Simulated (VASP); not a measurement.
A run of VASP 6.6.1 is set up as follows.

File INCAR:

```
SYSTEM = CsI
PREC = Accurate
ENCUT = 500
EDIFF = 1E-6
ISMEAR = -1
SIGMA = 0.01
LREAL = .FALSE.
LASPH = .TRUE.
NELM = 120
ALGO = Normal
ISIF = 2
LWAVE = .FALSE.
LCHARG = .TRUE.
LELF = .TRUE.
LVHAR = .TRUE.
NBANDS = 15
GGA_COMPAT = .FALSE.
```

KPOINTS

```
Automatic mesh
0
G
  7 7 7
  0 0 0
```

POSCAR

```
CsI
1.0
    4.6562658762      0.0000000000      0.0000000000
    0.0000000000      4.6562658762      0.0000000000
    0.0000000000      0.0000000000      4.6562658762
Cs I
1 1
Direct
    0.0000000000      0.0000000000      0.0000000000
    0.5000000000      0.5000000000      0.5000000000
```

Potentials or basis: VASP PAW LDA potentials, release 64 (Cs_sv, I).

Launch:

```sh
$ cat potpaw_LDA.64/Cs_sv/POTCAR potpaw_LDA.64/I/POTCAR > POTCAR
$ mpirun -np 1 vasp_std > vasp.out
```

Task: Predict the band gap on the k mesh.

Result: 3.38 eV, indirect (least direct gap 3.46 eV).

Task: Estimate the pressure.

Result: -1.8 GPa.

Caveat: spin-orbit coupling is left out, which moves the levels of the heavy elements. A k mesh can miss the band edges.
